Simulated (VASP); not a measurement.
Crystal: Mg2ZnS3.

```xyz
6
Lattice="4.1636 0.0000 0.0000 -2.0818 3.6057 0.0000 0.0000 0.0000 8.4477" Properties=species:S:1:pos:R:3 pbc="T T T"
Mg    0.0000    0.0000    4.1237
Mg    0.0000    0.0000    0.6062
Zn    0.0000    0.0000    6.9439
S     2.4318    0.0000    7.5482
S    -1.2159    2.1060    7.5482
S     0.8659    1.4998    7.5482
```

* Program: VASP 6.6.1
* Task: relaxation of cell and atoms
* Functional: PBE
* Potentials or basis: VASP PAW PBE potentials, release 64 (Mg, Zn, S)
* Cutoff: 600 eV
* k mesh: 6 × 6 × 2
* Occupations: gaussian, width 0.1 eV
* Spin: no spin polarisation

At the start: pressure 54.0 GPa; volume 21.14 Å³/atom.

Problem. How do energy, volume and symmetry change on relaxing?

Solution. Over 22 steps the energy falls by 2158.0 meV/atom and the volume is 31.82 Å³/atom (+50.5 %); space group P31m (No. 157, to 0.05 Å).

The path:
```
step  energy change (eV)  largest force (eV/Å)  pressure (GPa)  volume (Å³)
   1              0.0000               16.6950           53.98       126.82
   2             -8.6802                1.9856           -4.26       303.19
   3            -11.6403                1.4551           -0.03       196.92
   4            -11.6440                1.4963            0.20       195.32
   5            -12.0218                1.4149           -0.53       197.45
   6            -12.5447                1.0063           -1.36       201.58
   7            -12.4942                1.8490           -0.50       208.01
   8            -12.6891                1.2430           -1.31       204.90
   9            -12.8640                0.3620            0.93       195.15
  10            -12.8794                0.3277            0.32       197.21
  11            -12.9127                0.1202           -0.25       199.96
  12            -12.9155                0.1693           -0.45       201.08
  13            -12.9256                0.2071           -0.01       197.75
  14            -12.9259                0.2391            0.11       197.06
  15            -12.9332                0.1609            0.06       196.18
  16            -12.9410                0.1606            0.04       194.13
  17            -12.9412                0.1744            0.05       193.81
  18            -12.9447                0.0417           -0.19       193.91
  19            -12.9448                0.0340           -0.22       193.93
  20            -12.9469                0.0864            0.02       191.30
  21            -12.9469                0.0816            0.01       191.44
  22            -12.9477                0.0398            0.07       190.91
```

Final structure:
```yaml
crystal:
  lattice:
    - [5.07571, 0.00000, 0.00000]
    - [-2.53785, 4.39569, 0.00000]
    - [0.00000, 0.00000, 8.55666]
  atoms:
    - { symbol: Mg, position: [0.00000, 0.00000, 0.44454] }
    - { symbol: Mg, position: [0.00000, 0.00000, 0.09533] }
    - { symbol: Zn, position: [0.00000, 0.00000, 0.75424] }
    - { symbol: S, position: [0.59297, 0.00000, 0.92277] }
    - { symbol: S, position: [0.00000, 0.59297, 0.92277] }
    - { symbol: S, position: [0.40703, 0.40703, 0.92277] }
```

Caveat: the k points lie up to 0.37 Å⁻¹ apart in the final cell; the volume moved by over 15 % at a fixed basis, so the end points are rough.
